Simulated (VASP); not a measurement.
The system is Ta3TeH2.

```xyz
6
Lattice="3.5035 0.0000 0.0000 -1.7518 3.0341 0.0000 0.0000 0.0000 8.5352" Properties=species:S:1:pos:R:3 pbc="T T T"
Ta    1.7518    1.0114    6.3457
Ta    0.0000    0.0000    0.0000
Ta    0.0000    2.0228    2.1895
Te    0.0000    0.0000    4.2676
H     0.0000    2.0228    7.4404
H     1.7518    1.0114    1.0947
```

- Program: VASP 6.6.1
- Task: relaxation of cell and atoms
- Functional: PBE
- Potentials or basis: VASP PAW PBE potentials, release 64 (Ta_pv, Te, H)
- Cutoff: 600 eV
- k mesh: 6 × 6 × 2
- Occupations: gaussian, width 0.1 eV
- Spin: no spin polarisation

At the start: pressure -11.3 GPa; volume 15.12 Å³/atom.

Problem. How do energy, volume and symmetry change on relaxing?

Solution. Over 17 steps the energy falls by 115.7 meV/atom and the volume is 13.74 Å³/atom (-9.1 %); space group P-3m1 (No. 164, to 0.05 Å).

Step by step:
```csv
step,energy change (eV),largest force (eV/Å),pressure (GPa),volume (Å³)
1,0.0000,1.0921,-11.35,90.73
2,-0.3405,0.2445,13.75,77.31
3,-0.4780,0.3658,3.29,81.58
4,-0.6640,0.2007,1.30,81.84
5,-0.6795,0.1345,0.79,81.90
6,-0.6798,0.1422,0.84,81.90
7,-0.6817,0.1420,-0.93,82.74
8,-0.6822,0.1421,-0.38,82.47
9,-0.6848,0.1278,-0.28,82.43
10,-0.6896,0.0864,0.04,82.29
11,-0.6863,0.2347,0.77,82.02
12,-0.6904,0.1256,0.26,82.21
13,-0.6927,0.0977,-0.04,82.39
14,-0.6936,0.0532,-0.51,82.68
15,-0.6937,0.0627,-0.47,82.63
16,-0.6937,0.0373,0.50,82.25
17,-0.6941,0.0123,0.04,82.44
```

Final structure:
```yaml
crystal:
  lattice:
    - [3.27325, 0.00000, 0.00000]
    - [-1.63662, 2.83471, 0.00000]
    - [0.00000, 0.00000, 8.88437]
  atoms:
    - { symbol: Ta, position: [0.66667, 0.33333, 0.75119] }
    - { symbol: Ta, position: [0.00000, 0.00000, 0.00000] }
    - { symbol: Ta, position: [0.33333, 0.66667, 0.24881] }
    - { symbol: Te, position: [0.00000, 0.00000, 0.50000] }
    - { symbol: H, position: [0.33333, 0.66667, 0.85775] }
    - { symbol: H, position: [0.66667, 0.33333, 0.14225] }
```

Caveat: the k points lie up to 0.37 Å⁻¹ apart in the final cell.
